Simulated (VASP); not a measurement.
# Sn3Te2O (R-3m) in VASP: a series of runs

Sn3Te2O is run at these levels: PBE; tasks: single point, relaxation of cell and atoms.

Everything below comes from runs of VASP 6.6.1. Logs are shortened: lines on timing, memory, paths and dates and some standing lists are left out, and cuts for length are marked.

## 1. The cell of the first run

The structure is trigonal, space group R-3m (No. 166). The conventional cell has a = 6.727 Å, b = 6.727 Å, c = 11.629 Å, α = 90.00°, β = 90.00°, γ = 120.00°. Within 3.7 Å of Sn (site symmetry 2/m) lie 2 O at 2.74 Å and 6 Te at 3.08 to 3.68 Å and 4 Sn at 3.36 Å. Within 4.0 Å of Te (site symmetry 3m) lie 4 Te at 2.98 to 3.99 Å and 9 Sn at 3.08 to 3.68 Å and 3 O at 3.91 Å. Within 3.6 Å of O (site symmetry -3m) lie 6 Sn at 2.74 Å.

The cell was generated, and may not be a known phase.

## 2. Single point, PBE

Contents of INCAR:

```
SYSTEM = Sn3Te2O
PREC = Accurate
ENCUT = 520
EDIFF = 1E-6
ISMEAR = 0
SIGMA = 0.1
LREAL = .False.
LASPH = .True.
NELM = 100
ALGO = Normal
ISIF = 2
LWAVE = .False.
LCHARG = .False.
GGA = PE
NBANDS = 39
```

Contents of KPOINTS:

```
Automatic mesh
0
Gamma
  3 3 3
  0 0 0
```

Contents of POSCAR:

```
Sn3Te2O
1.0
    3.3635370061      1.9419389947      3.8763886609
   -3.3635370061      1.9419389947      3.8763886609
    0.0000000000     -3.8838779931      3.8763886591
Sn Te O
3 2 1
Direct
    0.0000000000      0.5000000000      0.5000000000
    0.5000000000      0.0000000000      0.5000000000
    0.5000000000      0.5000000000      0.0000000000
    0.8718300882      0.8718300882      0.8718300882
    0.1281699118      0.1281699118      0.1281699118
    0.5000000000      0.5000000000      0.5000000000
```

Potentials or basis: VASP PAW PBE potentials, release 64 (Sn_d, Te, O).

Command:

```
> cat potpaw_PBE.64/Sn_d/POTCAR potpaw_PBE.64/Te/POTCAR potpaw_PBE.64/O/POTCAR > POTCAR
> mpirun -np 1 vasp_std > vasp.out
```

OUTCAR:

```text
SYSTEM = Sn3Te2O
   PREC = Accurate
   ENCUT = 520
   EDIFF = 1E-6
   ISMEAR = 0
   LREAL = .False.
   LASPH = .True.
   NELM = 100
   ISIF = 2
   GGA = PE

 ion  position               nearest neighbor table
   1  0.000  0.500  0.500-   6 2.74   6 2.74   4 3.08   5 3.08   2 3.36   2 3.36   3 3.36   3 3.36
                             4 3.68   5 3.68   4 3.68   5 3.68
   2  0.500  0.000  0.500-   6 2.74   6 2.74   4 3.08   5 3.08   1 3.36   1 3.36   3 3.36   3 3.36
                             5 3.68   4 3.68   4 3.68   5 3.68
   3  0.500  0.500  0.000-   6 2.74   6 2.74   4 3.08   5 3.08   2 3.36   1 3.36   2 3.36   1 3.36
                             5 3.68   4 3.68   5 3.68   4 3.68
   4  0.872  0.872  0.872-   5 2.98   3 3.08   1 3.08   2 3.08   3 3.68   3 3.68   1 3.68   2 3.68
                             1 3.68   2 3.68
   5  0.128  0.128  0.128-   4 2.98   3 3.08   1 3.08   2 3.08   3 3.68   3 3.68   2 3.68   1 3.68
                             1 3.68   2 3.68
   6  0.500  0.500  0.500-   1 2.74   2 2.74   2 2.74   1 2.74   3 2.74   3 2.74

  LATTYP: Found a trigonal (rhomboedric) cell.
 ALAT       =     5.4873397289
 COS(alpha) =     0.2485523710

  Lattice vectors:

 A1 = (   3.3635370061,   1.9419389947,   3.8763886609)
 A2 = (  -3.3635370061,   1.9419389947,   3.8763886609)
 A3 = (   0.0000000000,  -3.8838779931,   3.8763886591)

Analysis of symmetry for initial positions (statically):
=====================================================================
 Subroutine PRICEL returns:
 Original cell was already a primitive cell.

 Routine SETGRP: Setting up the symmetry group for a
 trigonal (rhombohedral) supercell.

 Subroutine GETGRP returns: Found 12 space group operations
 (whereof 12 operations were pure point group operations)
 out of a pool of 12 trial point group operations.

The static configuration has the point symmetry D_3d.

Analysis of symmetry for dynamics (positions and initial velocities):
=====================================================================
 Subroutine PRICEL returns:
 Original cell was already a primitive cell.

 Routine SETGRP: Setting up the symmetry group for a
 trigonal (rhombohedral) supercell.

 Subroutine GETGRP returns: Found 12 space group operations
 (whereof 12 operations were pure point group operations)
 out of a pool of 12 trial point group operations.

The dynamic configuration has the point symmetry D_3d.

 Subroutine INISYM returns: Found 12 space group operations
 (whereof 12 operations are pure point group operations),
 and found     1 'primitive' translations

----------------------------------------------------------------------------------------

                                     Primitive cell

  volume of cell :     151.9184

  direct lattice vectors                    reciprocal lattice vectors
     3.363537006  1.941938995  3.876388661     0.148653040  0.085824872  0.085990689
    -3.363537006  1.941938995  3.876388661    -0.148653040  0.085824872  0.085990689
     0.000000000 -3.883877993  3.876388659     0.000000000 -0.171649745  0.085990689

  length of vectors
     5.487339729  5.487339729  5.487339729     0.191984462  0.191984462  0.191984462

  position of ions in fractional coordinates (direct lattice)
     0.000000000  0.500000000  0.500000000
     0.500000000  0.000000000  0.500000000
     0.500000000  0.500000000  0.000000000
     0.871830088  0.871830088  0.871830088
     0.128169912  0.128169912  0.128169912
     0.500000000  0.500000000  0.500000000

  ion indices of the primitive-cell ions
   primitive index   ion index
                 1           1
                 2           2
                 3           3
                 4           4
                 5           5
                 6           6

----------------------------------------------------------------------------------------

 KPOINTS: Automatic mesh

Automatic generation of k-mesh.
 Grid dimensions read from file:
 generate k-points for:    3    3    3

 Generating k-lattice:

  Cartesian coordinates                     Fractional coordinates (reciprocal lattice)
     0.049551013  0.028608291  0.028663563     0.333333333  0.000000000  0.000000000
    -0.049551013  0.028608291  0.028663563     0.000000000  0.333333333  0.000000000
     0.000000000 -0.057216582  0.028663563     0.000000000  0.000000000  0.333333333

  Length of vectors
     0.063994821  0.063994821  0.063994821

  Shift w.r.t. Gamma in fractional coordinates (k-lattice)
     0.000000000  0.000000000  0.000000000

 Subroutine IBZKPT returns following result:
 ===========================================

 Found      6 irreducible k-points:

 Following reciprocal coordinates:
            Coordinates               Weight
  0.000000  0.000000  0.000000      1.000000
  0.333333 -0.000000  0.000000      6.000000
  0.333333  0.333333  0.000000      6.000000
 -0.333333  0.333333  0.000000      6.000000
  0.333333  0.333333  0.333333      2.000000
 -0.333333  0.333333  0.333333      6.000000
   k-points           NKPTS =      6   k-points in BZ     NKDIM =      6   number of bands    NBANDS=     39
   number of dos      NEDOS =    301   number of ions     NIONS =      6
   total plane-waves  NPLWV =  74088
   dimension x,y,z NGX =    42 NGY =   42 NGZ =   42
   dimension x,y,z NGXF=    84 NGYF=   84 NGZF=   84
   ions per type =               3   2   1
   NGX,Y,Z   is equivalent  to a cutoff of  12.72, 12.72, 12.72 a.u.
   NGXF,Y,Z  is equivalent  to a cutoff of  25.45, 25.45, 25.45 a.u.
 SYSTEM =  Sn3Te2O
   PREC   = accura    normal or accurate (medium, high low for compatibility)
   ISTART =      0    job   : 0-new  1-cont  2-samecut
   ICHARG =      2    charge: 1-file 2-atom 10-const
   ISPIN  =      1    spin polarized calculation?
   LNONCOLLINEAR =      F non collinear calculations
   LSORBIT =      F    spin-orbit coupling
   LASPH  =      T    aspherical Exc in radial PAW
   ENCUT  =  520.0 eV  38.22 Ry    6.18 a.u.  10.20 10.20 10.20*2*pi/ulx,y,z
   NELM   =    100;   NELMIN=  2; NELMDL= -5     # of ELM steps
   EDIFF  = 0.1E-05   stopping-criterion for ELM
   LREAL  =      F    real-space projection
   EDIFFG = 0.1E-04   stopping-criterion for IOM
   NSW    =      0    number of steps for IOM
   IBRION =     -1    ionic relax: 0-MD 1-quasi-New 2-CG
   NFREE  =      0    steps in history (QN), initial steepest desc. (CG)
   ISIF   =      2    stress and relaxation
   ISYM   =      2    0-nonsym 1-usesym 2-fastsym
   POTIM  = 0.5000    time-step for ionic-motion
   TEBEG  =    0.0;   TEEND  =   0.0 temperature during run
   PSTRESS=    0.0 pullay stress
   NELECT =      60.0000    total number of electrons
   NUPDOWN=      -1.0000    fix difference up-down
   EMIN   =  10.00;   EMAX   =-10.00  energy-range for DOS
   EFERMI =   0.00;   METHOD = LEGACY
   ISMEAR =     0;   SIGMA  =   0.10  broadening in eV -4-tet -1-fermi 0-gaus
   EFERMI_NEDOS =   21; number of points for ismear=-14 and -15
   IALGO  =     38    algorithm
   IMIX   =      4    mixing-type and parameters
     AMIX     =   0.40;   BMIX     =  1.00
     AMIX_MAG =   1.60;   BMIX_MAG =  1.00
  volume/ion in A,a.u.               =      25.32       170.87
  Fermi-wavevector in a.u.,A,eV,Ry     =   1.201126  2.269798 19.629165  1.442703
  Thomas-Fermi vector in A             =   2.336943
   LORBIT       =      0    0 simple, 1 ext, 2 COOP (PROOUT), +10 PAW based schemes
   GGA     = PE    functional components
   LHFCALC =     F    Hartree Fock is set to
   AEXX    =    0.0000 exact exchange contribution
   IVDW    =     0    specifies the selected vdW correction
   LEPSILON=     F    determine dielectric tensor
   LRPA    =     F    only Hartree local field effects (RPA)
 non-spin polarized calculation
 Gauss-broadening in eV      SIGMA  =   0.10
  energy-cutoff  :      520.00
  volume of cell :      151.92
 maximum number of plane-waves:      4113
 NGX is ok and might be reduce to    42
   NGX = 21   NGY = 21   NGZ = 21

 number of electron      59.9999998 magnetization

 Free energy of the ion-electron system (eV)
  ---------------------------------------------------
  ext. energy  EPLUGINS =         0.00000000
  ---------------------------------------------------
  free energy    TOTEN  =       -23.62415208 eV

  energy without entropy =      -23.61271956  energy(sigma->0) =      -23.61843582

 E-fermi :   7.2399     XC(G=0): -10.0600

 val. band max:        7.2094708398   @ k =  -0.3333   0.3333   0.3333
 cond. band min:       7.5373424517   @ k =   0.3333  -0.0000   0.0000
 fundamental gap:      0.3278716118
 Fermi energy:         7.2399312463

 k-point     1 :       0.0000    0.0000    0.0000
  band No.  band energies     occupation
      1     -14.5605      2.00000
      2     -14.5582      2.00000
      3     -14.5582      2.00000
      4     -14.5103      2.00000
      5     -14.5034      2.00000
      6     -14.4959      2.00000
[... 31 lines left out ...]
     38      13.2360      0.00000
     39      13.2360      0.00000

 k-point     2 :       0.3333   -0.0000    0.0000
  band No.  band energies     occupation
      1     -14.5547      2.00000
      2     -14.5339      2.00000
      3     -14.5206      2.00000
      4     -14.4984      2.00000
      5     -14.4922      2.00000
      6     -14.4875      2.00000
[... 31 lines left out ...]
     38      11.9706      0.00000
     39      12.9692      0.00000

 k-point     3 :       0.3333    0.3333    0.0000
  band No.  band energies     occupation
      1     -14.5538      2.00000
      2     -14.5327      2.00000
      3     -14.5203      2.00000
      4     -14.4956      2.00000
      5     -14.4894      2.00000
      6     -14.4885      2.00000
[... 31 lines left out ...]
     38      11.7888      0.00000
     39      12.7507      0.00000

 k-point     4 :      -0.3333    0.3333    0.0000
  band No.  band energies     occupation
      1     -14.5390      2.00000
      2     -14.5111      2.00000
      3     -14.5100      2.00000
      4     -14.4936      2.00000
      5     -14.4935      2.00000
      6     -14.4875      2.00000
[... 31 lines left out ...]
     38      11.2680      0.00000
     39      11.9352      0.00000

 k-point     5 :       0.3333    0.3333    0.3333
  band No.  band energies     occupation
      1     -14.5587      2.00000
      2     -14.5570      2.00000
      3     -14.5570      2.00000
      4     -14.5045      2.00000
      5     -14.4915      2.00000
      6     -14.4915      2.00000
[... 31 lines left out ...]
     38      12.6670      0.00000
     39      12.6670      0.00000

 k-point     6 :      -0.3333    0.3333    0.3333
  band No.  band energies     occupation
      1     -14.5535      2.00000
      2     -14.5331      2.00000
      3     -14.5191      2.00000
      4     -14.4943      2.00000
      5     -14.4910      2.00000
      6     -14.4855      2.00000
[... 31 lines left out ...]
     38      11.4130      0.00000
     39      12.2632      0.00000

------------------------ aborting loop because EDIFF is reached ----------------------------------------

  FORCE on cell =-STRESS in cart. coord.  units (eV):
  Direction    XX          YY          ZZ          XY          YZ          ZX
  --------------------------------------------------------------------------------------
  -------------------------------------------------------------------------------------
  Total        0.0812457      0.0812457     -0.1018694      0.0000000      0.0000000     -0.0000000
  in kB        0.8568417      0.8568417     -1.0743453      0.0000000      0.0000000     -0.0000000
  external PRESSURE =       0.2131127 kB  Pullay stress =       0.0000000 kB

 VOLUME and BASIS-vectors are now :
 -----------------------------------------------------------------------------
  energy-cutoff  :      520.00
  volume of cell :      151.92
      direct lattice vectors                 reciprocal lattice vectors
     3.363537006  1.941938995  3.876388661     0.148653040  0.085824872  0.085990689
    -3.363537006  1.941938995  3.876388661    -0.148653040  0.085824872  0.085990689
     0.000000000 -3.883877993  3.876388659     0.000000000 -0.171649745  0.085990689

 POSITION                                       TOTAL-FORCE (eV/Angst)
 -----------------------------------------------------------------------------------
     -1.68177     -0.97097      3.87639         0.000000     -0.000000      0.000000
      1.68177     -0.97097      3.87639        -0.000000      0.000000      0.000000
      0.00000      1.94194      3.87639         0.000000     -0.000000     -0.000000
      0.00000     -0.00000     10.13866         0.000000     -0.000000      0.007862
      0.00000     -0.00000      1.49051         0.000000      0.000000     -0.007862
      0.00000     -0.00000      5.81458         0.000000      0.000000      0.000000
 -----------------------------------------------------------------------------------
    total drift:                                0.000000     -0.000000     -0.000000

  FREE ENERGIE OF THE ION-ELECTRON SYSTEM (eV)
  ---------------------------------------------------
  free  energy   TOTEN  =       -23.6241520776 eV

  energy  without entropy=      -23.6127195565  energy(sigma->0) =      -23.61843582
```

Wall time 22 s (1 thread of Intel Xeon 6975P-C (Granite Rapids), shared host); peak memory 0.26 GiB.

What came out:

```yaml
Free_energy: -23.6242 eV
Pressure: 0.0 GPa
Largest_force: 0.008 eV/Å
Band_gap_on_the_k_mesh: zero (bands 30 and 31 overlap by 0.79 eV)
```

Forces in eV/Å, atoms in the order of the input:
```
Sn   0.000  0.000  0.000
Sn   0.000  0.000  0.000
Sn   0.000  0.000  0.000
Te   0.000  0.000  0.008
Te   0.000  0.000 -0.008
O    0.000  0.000  0.000
```

Levels at points of the mesh, in eV from the Fermi level:
```
           k point  band 26  band 27  band 28  band 29  band 30  band 31  band 32  band 33  band 34  band 35
(0.00, 0.00, 0.00)    -2.67    -1.91    -1.91    -1.72    -1.72    -0.82    -0.82     2.47     3.50     3.53
```

Caveat: the k points lie up to 0.40 Å⁻¹ apart, too coarse for converged energies and pressures of a metal; semilocal functionals underestimate gaps, and a narrow one can read as zero; spin-orbit coupling is left out, which moves the levels of the heavy elements.

(Part 1 of 3 ends here.)

The gap in the log of VASP goes by the Fermi energy; the results here count the filled bands.